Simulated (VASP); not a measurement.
# MoS2 (P6_3/mmc) in VASP: a series of runs

MoS2 is run at these levels: r2SCAN+D3(BJ); tasks: single point.

Everything below comes from runs of VASP 6.6.1. Logs are shortened: lines on timing, memory, paths and dates and some standing lists are left out, and cuts for length are marked.

**Measured values to compare with.**

From “Multiwavelength excitation Raman Scattering Analysis of bulk and 2 dimensional MoS2: Vibrational properties of atomically thin MoS2 layers”, 2015, arxiv:1506.03228, for a bulk crystal of MoS2 at 300 K: band gap 1.3 eV (indirect).

The results are compared with them further down.

**1. The cell of the first run**

Symmetry: P6_3/mmc, No. 194, hexagonal system. Conventional cell: a = 3.098 Å, b = 3.098 Å, c = 11.448 Å, α = 90.00°, β = 90.00°, γ = 120.00°. Within 3.1 Å of Mo (site symmetry -6m2) lie 6 S at 2.37 Å and 6 Mo at 3.10 Å. S (site symmetry 3m) has 3 Mo at 2.37 Å and 6 S at 3.10 Å within 3.1 Å.

**2. Single point, r2SCAN+D3(BJ)**

POSCAR reads:

```
MoS2
1.0
    3.0984894389      0.0000000000      0.0000000000
   -1.5492447195      2.6833705675      0.0000000000
    0.0000000000      0.0000000000     11.4477112115
Mo S
2 4
Direct
    0.3333333333      0.6666666667      0.2500000000
    0.6666666667      0.3333333333      0.7500000000
    0.3333333333      0.6666666667      0.6139350061
    0.6666666667      0.3333333333      0.1139350061
    0.3333333333      0.6666666667      0.8860649939
    0.6666666667      0.3333333333      0.3860649939
```

INCAR.step1 reads:

```
PREC     = Accurate       # precision mode
ENCUT    = 520            # plane-wave cutoff, eV
ISMEAR   = 0              # smearing method
SIGMA    = 0.1            # smearing width, eV
LREAL    = F              # projectors in reciprocal space
LASPH    = T              # aspherical terms in the spheres
NELM     = 100            # most SCF steps
NBANDS   = 35             # bands
GGA      = PE             # functional
ALGO     = Normal         # electronic algorithm
EDIFF    = 1E-4           # SCF threshold, eV
LWAVE    = T              # write WAVECAR
LCHARG   = F              # write CHGCAR
```

INCAR.step2 reads:

```
PREC     = Accurate       # precision mode
ENCUT    = 520            # plane-wave cutoff, eV
EDIFF    = 1E-7           # SCF threshold, eV
ISMEAR   = 0              # smearing method
SIGMA    = 0.1            # smearing width, eV
LREAL    = F              # projectors in reciprocal space
LASPH    = T              # aspherical terms in the spheres
NELM     = 100            # most SCF steps
ALGO     = Normal         # electronic algorithm
ISIF     = 2              # what is computed and relaxed
LWAVE    = F              # write WAVECAR
LCHARG   = F              # write CHGCAR
METAGGA  = R2SCAN         # meta-GGA
LMIXTAU  = T            
IVDW     = 12             # dispersion correction
VDW_S6   = 1.0          
VDW_S8   = 0.78981345   
VDW_A1   = 0.49484001   
VDW_A2   = 5.73083694   
NBANDS   = 35             # bands
ISTART   = 1
```

KPOINTS reads:

```
Automatic mesh
0
Gamma
  9 9 2
```

Potentials or basis: VASP PAW PBE potentials, release 64 (Mo_sv, S).

Run with:

```console
cat potpaw_PBE.64/Mo_sv/POTCAR potpaw_PBE.64/S/POTCAR > POTCAR
cp INCAR.step1 INCAR
mpirun -np 1 vasp_std > vasp.out
cp INCAR.step2 INCAR
mpirun -np 1 vasp_std > vasp.out
```

OUTCAR:

```text
PREC = Accurate
   ENCUT = 520
   EDIFF = 1E-7
   ISMEAR = 0
   LREAL = F
   LASPH = T
   NELM = 100
   ISIF = 2
   METAGGA = R2SCAN
   IVDW = 12
   ISTART = 1
 IVDW          = 12

 ion  position               nearest neighbor table
   1  0.333  0.667  0.250-   4 2.37   6 2.37   4 2.37   6 2.37   4 2.37   6 2.37
   2  0.667  0.333  0.750-   3 2.37   5 2.37   3 2.37   5 2.37   3 2.37   5 2.37
   3  0.333  0.667  0.614-   2 2.37   2 2.37   2 2.37
   4  0.667  0.333  0.114-   1 2.37   1 2.37   1 2.37
   5  0.333  0.667  0.886-   2 2.37   2 2.37   2 2.37
   6  0.667  0.333  0.386-   1 2.37   1 2.37   1 2.37

  LATTYP: Found a hexagonal cell.
 ALAT       =     3.0984894389
 C/A-ratio  =     3.6946103697

  Lattice vectors:

 A1 = (   3.0984894389,   0.0000000000,   0.0000000000)
 A2 = (  -1.5492447195,   2.6833705675,   0.0000000000)
 A3 = (   0.0000000000,   0.0000000000,  11.4477112115)

Analysis of symmetry for initial positions (statically):
=====================================================================
 Subroutine PRICEL returns:
 Original cell was already a primitive cell.

 Routine SETGRP: Setting up the symmetry group for a
 hexagonal supercell.

 Subroutine GETGRP returns: Found 24 space group operations
 (whereof 12 operations were pure point group operations)
 out of a pool of 24 trial point group operations.

The static configuration has the point symmetry D_3d.
 The point group associated with its full space group is D_6h.

Analysis of symmetry for dynamics (positions and initial velocities):
=====================================================================
 Subroutine PRICEL returns:
 Original cell was already a primitive cell.

 Routine SETGRP: Setting up the symmetry group for a
 hexagonal supercell.

 Subroutine GETGRP returns: Found 24 space group operations
 (whereof 12 operations were pure point group operations)
 out of a pool of 24 trial point group operations.

The dynamic configuration has the point symmetry D_3d.
 The point group associated with its full space group is D_6h.

 Subroutine INISYM returns: Found 24 space group operations
 (whereof 12 operations are pure point group operations),
 and found     1 'primitive' translations

----------------------------------------------------------------------------------------

                                     Primitive cell

  volume of cell :      95.1808

  direct lattice vectors                    reciprocal lattice vectors
     3.098489439  0.000000000  0.000000000     0.322737908  0.186332818  0.000000000
    -1.549244720  2.683370567  0.000000000     0.000000000  0.372665636  0.000000000
     0.000000000  0.000000000 11.447711211     0.000000000  0.000000000  0.087353706

  length of vectors
     3.098489439  3.098489439 11.447711211     0.372665636  0.372665636  0.087353706

  position of ions in fractional coordinates (direct lattice)
     0.333333333  0.666666667  0.250000000
     0.666666667  0.333333333  0.750000000
     0.333333333  0.666666667  0.613935006
     0.666666667  0.333333333  0.113935006
     0.333333333  0.666666667  0.886064994
     0.666666667  0.333333333  0.386064994

  ion indices of the primitive-cell ions
   primitive index   ion index
                 1           1
                 2           2
                 3           3
                 4           4
                 5           5
                 6           6

----------------------------------------------------------------------------------------

 KPOINTS: Automatic mesh

Automatic generation of k-mesh.
 Grid dimensions read from file:
 generate k-points for:    9    9    2

 Generating k-lattice:

  Cartesian coordinates                     Fractional coordinates (reciprocal lattice)
     0.035859768  0.020703646  0.000000000     0.111111111  0.000000000  0.000000000
     0.000000000  0.041407293  0.000000000     0.000000000  0.111111111  0.000000000
     0.000000000  0.000000000  0.043676853     0.000000000  0.000000000  0.500000000

  Length of vectors
     0.041407293  0.041407293  0.043676853

  Shift w.r.t. Gamma in fractional coordinates (k-lattice)
     0.000000000  0.000000000  0.000000000

 Subroutine IBZKPT returns following result:
 ===========================================

 Found     24 irreducible k-points:

 Following reciprocal coordinates:
            Coordinates               Weight
  0.000000  0.000000  0.000000      1.000000
  0.111111 -0.000000  0.000000      6.000000
  0.222222 -0.000000  0.000000      6.000000
  0.333333  0.000000  0.000000      6.000000
  0.444444 -0.000000  0.000000      6.000000
  0.111111  0.111111  0.000000      6.000000
[... 16 lines left out ...]
  0.333333  0.222222  0.500000     12.000000
  0.333333  0.333333  0.500000      2.000000
   k-points           NKPTS =     24   k-points in BZ     NKDIM =     24   number of bands    NBANDS=     35
   number of dos      NEDOS =    301   number of ions     NIONS =      6
   total plane-waves  NPLWV =  51840
   dimension x,y,z NGX =    24 NGY =   24 NGZ =   90
   dimension x,y,z NGXF=    48 NGYF=   48 NGZF=  180
   ions per type =               2   4
   NGX,Y,Z   is equivalent  to a cutoff of  12.88, 12.88, 13.07 a.u.
   NGXF,Y,Z  is equivalent  to a cutoff of  25.75, 25.75, 26.14 a.u.
 SYSTEM =  unknown system
   PREC   = accura    normal or accurate (medium, high low for compatibility)
   ISTART =      1    job   : 0-new  1-cont  2-samecut
   ICHARG =      0    charge: 1-file 2-atom 10-const
   ISPIN  =      1    spin polarized calculation?
   LNONCOLLINEAR =      F non collinear calculations
   LSORBIT =      F    spin-orbit coupling
   LASPH  =      T    aspherical Exc in radial PAW
   ENCUT  =  520.0 eV  38.22 Ry    6.18 a.u.   5.76  5.76 21.29*2*pi/ulx,y,z
   NELM   =    100;   NELMIN=  2; NELMDL=  0     # of ELM steps
   EDIFF  = 0.1E-06   stopping-criterion for ELM
   LREAL  =      F    real-space projection
   EDIFFG = 0.1E-05   stopping-criterion for IOM
   NSW    =      0    number of steps for IOM
   IBRION =     -1    ionic relax: 0-MD 1-quasi-New 2-CG
   NFREE  =      0    steps in history (QN), initial steepest desc. (CG)
   ISIF   =      2    stress and relaxation
   ISYM   =      2    0-nonsym 1-usesym 2-fastsym
   POTIM  = 0.5000    time-step for ionic-motion
   TEBEG  =    0.0;   TEEND  =   0.0 temperature during run
   PSTRESS=    0.0 pullay stress
   NELECT =      52.0000    total number of electrons
   NUPDOWN=      -1.0000    fix difference up-down
   EMIN   =  10.00;   EMAX   =-10.00  energy-range for DOS
   EFERMI =   0.00;   METHOD = LEGACY
   ISMEAR =     0;   SIGMA  =   0.10  broadening in eV -4-tet -1-fermi 0-gaus
   EFERMI_NEDOS =   21; number of points for ismear=-14 and -15
   IALGO  =     38    algorithm
   IMIX   =      4    mixing-type and parameters
     AMIX     =   0.40;   BMIX     =  1.00
     AMIX_MAG =   1.60;   BMIX_MAG =  1.00
  volume/ion in A,a.u.               =      15.86       107.05
  Fermi-wavevector in a.u.,A,eV,Ry     =   1.338319  2.529055 24.369348  1.791097
  Thomas-Fermi vector in A             =   2.466798
   LORBIT       =      0    0 simple, 1 ext, 2 COOP (PROOUT), +10 PAW based schemes
   METAGGA = R2SCAN    functional components
   LHFCALC =     F    Hartree Fock is set to
   AEXX    =    0.0000 exact exchange contribution
   IVDW    =    12    specifies the selected vdW correction
   LEPSILON=     F    determine dielectric tensor
   LRPA    =     F    only Hartree local field effects (RPA)
 non-spin polarized calculation
 Gauss-broadening in eV      SIGMA  =   0.10
  energy-cutoff  :      520.00
  volume of cell :       95.18
 maximum number of plane-waves:      2584
 NGX is ok and might be reduce to    24
   NGX = 11   NGY = 11   NGZ = 43

 number of electron      52.0000002 magnetization

 Free energy of the ion-electron system (eV)
  ---------------------------------------------------
  ext. energy  EPLUGINS =         0.00000000
  ---------------------------------------------------
  free energy    TOTEN  =       -89.58074756 eV

  energy without entropy =      -89.58074750  energy(sigma->0) =      -89.58074753

 E-fermi :   9.6242     XC(G=0): -12.2827

 val. band max:        9.3171001612   @ k =   0.0000   0.0000   0.0000
 cond. band min:       9.9678281163   @ k =   0.2222   0.1111   0.0000
 fundamental gap:      0.6507279551
 Fermi energy:         9.6241618881

 k-point     1 :       0.0000    0.0000    0.0000
  band No.  band energies     occupation
      1     -54.3958      2.00000
      2     -54.3958      2.00000
      3     -27.8787      2.00000
      4     -27.8783      2.00000
      5     -27.5616      2.00000
      6     -27.5616      2.00000
[... 27 lines left out ...]
     34      11.8633      0.00000
     35      15.4769      0.00000

 k-point     2 :       0.1111   -0.0000    0.0000
  band No.  band energies     occupation
      1     -54.3888      2.00000
      2     -54.3888      2.00000
      3     -27.8656      2.00000
      4     -27.8652      2.00000
      5     -27.6254      2.00000
      6     -27.6254      2.00000
[... 27 lines left out ...]
     34      11.8513      0.00000
     35      16.3824      0.00000

 k-point     3 :       0.2222   -0.0000    0.0000
  band No.  band energies     occupation
      1     -54.3712      2.00000
      2     -54.3712      2.00000
      3     -27.8323      2.00000
      4     -27.8319      2.00000
      5     -27.7844      2.00000
      6     -27.7844      2.00000
[... 27 lines left out ...]
     34      12.6180      0.00000
     35      17.1791      0.00000
[... 723 lines left out ...]
 k-point    23 :       0.3333    0.2222    0.5000
  band No.  band energies     occupation
      1     -54.3321      2.00000
      2     -54.3321      2.00000
      3     -28.0111      2.00000
      4     -28.0111      2.00000
      5     -27.8078      2.00000
      6     -27.8078      2.00000
[... 27 lines left out ...]
     34      13.6492      0.00000
     35      16.3157      0.00000

 k-point    24 :       0.3333    0.3333    0.5000
  band No.  band energies     occupation
      1     -54.3286      2.00000
      2     -54.3286      2.00000
      3     -27.9589      2.00000
      4     -27.9589      2.00000
      5     -27.8988      2.00000
      6     -27.8988      2.00000
[... 27 lines left out ...]
     34      13.8280      0.00000
     35      16.3959      0.00000

------------------------ aborting loop because EDIFF is reached ----------------------------------------

 Edisp (eV)   -1.36499

 E8    (eV) :    -0.4271

  FORCE on cell =-STRESS in cart. coord.  units (eV):
  Direction    XX          YY          ZZ          XY          YZ          ZX
  --------------------------------------------------------------------------------------
  -------------------------------------------------------------------------------------
  Total       5.76429     5.76429     5.70905    -0.00000    -0.00000    -0.00000
  in kB      97.03023    97.03023    96.10042    -0.00000    -0.00000    -0.00000
  external pressure =       96.72 kB  Pullay stress =        0.00 kB

 VOLUME and BASIS-vectors are now :
 -----------------------------------------------------------------------------
  energy-cutoff  :      520.00
  volume of cell :       95.18
      direct lattice vectors                 reciprocal lattice vectors
     3.098489439  0.000000000  0.000000000     0.322737908  0.186332818  0.000000000
    -1.549244720  2.683370567  0.000000000     0.000000000  0.372665636  0.000000000
     0.000000000  0.000000000 11.447711211     0.000000000  0.000000000  0.087353706

 POSITION                                       TOTAL-FORCE (eV/Angst)
 -----------------------------------------------------------------------------------
     -0.00000      1.78891      2.86193        -0.000000      0.000000      0.000000
      1.54924      0.89446      8.58578         0.000000     -0.000000      0.000000
     -0.00000      1.78891      7.02815        -0.000000     -0.000000     -0.002317
      1.54924      0.89446      1.30430         0.000000      0.000000     -0.002317
     -0.00000      1.78891     10.14342        -0.000000     -0.000000      0.002317
      1.54924      0.89446      4.41956         0.000000      0.000000      0.002317
 -----------------------------------------------------------------------------------
    total drift:                               -0.000000      0.000000     -0.000000

  FREE ENERGIE OF THE ION-ELECTRON SYSTEM (eV)
  ---------------------------------------------------
  free  energy   TOTEN  =       -90.9457410766 eV

  energy  without entropy=      -90.9457410176  energy(sigma->0) =      -90.94574105
```

Wall time 6 min (1 thread of Intel Xeon Platinum 8488C (Sapphire Rapids), shared host); peak memory 0.27 GiB.

What came out:

```
Free energy                : -90.9457 eV
Pressure                   : 9.7 GPa
Band gap on the k mesh     : 0.65 eV, indirect (least direct gap 1.93 eV)
Dispersion energy per atom : -0.227 eV
```

Forces on the atoms (eV/Å):
```
Mo   0.000  0.000  0.000
Mo   0.000  0.000  0.000
S    0.000  0.000 -0.002
S    0.000  0.000 -0.002
S    0.000  0.000  0.002
S    0.000  0.000  0.002
```

Levels at points of the mesh, in eV from the valence-band top:
| k point | band 24 | band 25 | band 26 | band 27 | band 28 | band 29 |
| --- | --- | --- | --- | --- | --- | --- |
| (0.00, 0.00, 0.00) | -1.74 | -0.95 | 0.00 | 2.06 | 2.06 | 2.10 |
| (0.00, 0.00, 0.50) | -2.59 | -0.26 | -0.26 | 2.05 | 2.05 | 2.05 |

Caveat: the PAW data sets were made with another functional, which shifts forces and pressure a little. A k mesh can miss the band edges.

**3. Single point, r2SCAN+D3(BJ)**

This run uses another cell than the first one, of 17.86 Å³/atom, 1.126 times its volume.

POSCAR reads:

```
MoS2
1.0
    3.1690000000      0.0000000000      0.0000000000
   -1.5845000000      2.7444345046      0.0000000000
    0.0000000000      0.0000000000     12.3240000000
Mo S
2 4
Direct
    0.3333333333      0.6666666667      0.2500000000
    0.6666666667      0.3333333333      0.7500000000
    0.3333333333      0.6666666667      0.6230000000
    0.6666666667      0.3333333333      0.1230000000
    0.3333333333      0.6666666667      0.8770000000
    0.6666666667      0.3333333333      0.3770000000
```

INCAR.step1 reads:

```
ALGO = Normal
EDIFF = 1E-4
ENCUT = 520
GGA = PE
ISMEAR = 0
LASPH = T
LCHARG = F
LREAL = F
LWAVE = T
NBANDS = 35
NELM = 100
PREC = Accurate
SIGMA = 0.1
```

INCAR.step2 reads:

```
ALGO = Normal
EDIFF = 1E-7
ENCUT = 520
ISIF = 2
ISMEAR = 0
ISTART = 1
IVDW = 12
LASPH = T
LCHARG = T
LELF = T
LMIXTAU = T
LREAL = F
LVHAR = T
LWAVE = F
METAGGA = R2SCAN
NBANDS = 35
NELM = 100
PREC = Accurate
SIGMA = 0.1
VDW_A1 = 0.49484001
VDW_A2 = 5.73083694
VDW_S6 = 1.0
VDW_S8 = 0.78981345
```

KPOINTS reads:

```
k-points
0
Gamma
  6 6 2
```

Potentials or basis: VASP PAW PBE potentials, release 64 (Mo_sv, S).

Run with:

```console
cat potpaw_PBE.64/Mo_sv/POTCAR potpaw_PBE.64/S/POTCAR > POTCAR
cp INCAR.step1 INCAR
mpirun -np 1 vasp_std > vasp.out
cp INCAR.step2 INCAR
mpirun -np 1 vasp_std > vasp.out
```

Wall time 92 s (1 thread of Intel Xeon 6975P-C (Granite Rapids), shared host); peak memory 0.25 GiB.

It converged, with:

```yaml
Free_energy: -91.2456 eV
Pressure: -1.0 GPa
Largest_force: 0.228 eV/Å
Band_gap_on_the_k_mesh: 1.00 eV, indirect (least direct gap 1.77 eV)
Dispersion_energy_per_atom: -0.201 eV
```

Forces in eV/Å, atoms in the order of the input:
```
Mo   0.000  0.000  0.000
Mo   0.000  0.000  0.000
S    0.000  0.000  0.228
S    0.000  0.000  0.228
S    0.000  0.000 -0.228
S    0.000  0.000 -0.228
```

Stress tensor (GPa, compression positive):
```
-0.61  0.00  0.00
 0.00 -0.61  0.00
 0.00  0.00 -1.92
```

Levels at points of the mesh, in eV from the valence-band top:
| k point | band 23 | band 24 | band 25 | band 26 | band 27 | band 28 | band 29 | band 30 |
| --- | --- | --- | --- | --- | --- | --- | --- | --- |
| (0.00, 0.00, 0.00) | -2.26 | -1.30 | -1.17 | 0.00 | 2.25 | 2.25 | 2.28 | 2.28 |
| (0.50, 0.00, 0.00) | -1.87 | -1.66 | -1.45 | -1.32 | 1.72 | 1.77 | 2.12 | 2.39 |
| (0.00, 0.00, 0.50) | -2.29 | -2.29 | -0.29 | -0.29 | 2.25 | 2.25 | 2.25 | 2.25 |
| (0.50, 0.00, 0.50) | -1.77 | -1.77 | -1.38 | -1.38 | 1.74 | 1.74 | 2.27 | 2.27 |

Caveat: the PAW data sets were made with another functional, which shifts forces and pressure a little.

(Part 1 of 2 ends here.)
